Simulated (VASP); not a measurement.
La3Hf2C4, 9 atoms in the cell. Symmetry: P6/mmm, No. 191, hexagonal system. Conventional cell: a = 6.353 Å, b = 6.353 Å, c = 4.628 Å, α = 90.00°, β = 90.00°, γ = 120.00°. La (site symmetry -6m2) has 3 C at 1.83 Å and 2 Hf at 2.31 Å within 2.4 Å. La (site symmetry 6/mmm) has 8 C at 2.31 to 3.18 Å within 3.2 Å. Within 3.1 Å of Hf (site symmetry -6m2) lie 2 La at 2.31 Å and 6 C at 2.95 Å. C (site symmetry mmm) has 2 La at 1.83 Å within 2.4 Å. C (site symmetry 6/mmm) has 2 La at 2.31 Å within 3.1 Å. The cell was built from a structure type or drawn by symmetry, and may not be a known phase.

| Property | Result |
| --- | --- |
| Program | VASP 6.6.1 |
| Task | single point |
| Functional | PBE |
| Potentials or basis | VASP PAW PBE potentials, release 64 (La, Hf_pv, C) |
| Cutoff | 520 eV |
| k mesh | 3 × 3 × 4 |
| Occupations | gaussian, width 0.1 eV |
| Spin | no spin polarisation |
| Dipole correction | no |
| Further INCAR settings | ALGO = Normal; EDIFF = 1e-06; NBANDS = 44 |

Potentials or basis: VASP PAW PBE potentials, release 64 (La, Hf_pv, C).

Launch:

```console
$ cat potpaw_PBE.64/La/POTCAR potpaw_PBE.64/Hf_pv/POTCAR potpaw_PBE.64/C/POTCAR > POTCAR
$ mpirun -np 1 vasp_std > vasp.out
```

Hardware: 1 thread of Intel(R) Xeon(R) Platinum 8488C (Sapphire Rapids), on a shared host.

Estimate the wall time of this run.

Run time: 2.1 min on 1 thread of Intel(R) Xeon(R) Platinum 8488C (Sapphire Rapids), on a shared host, peak memory 0.31 GiB. Counts: scf iterations 22, k points 9.
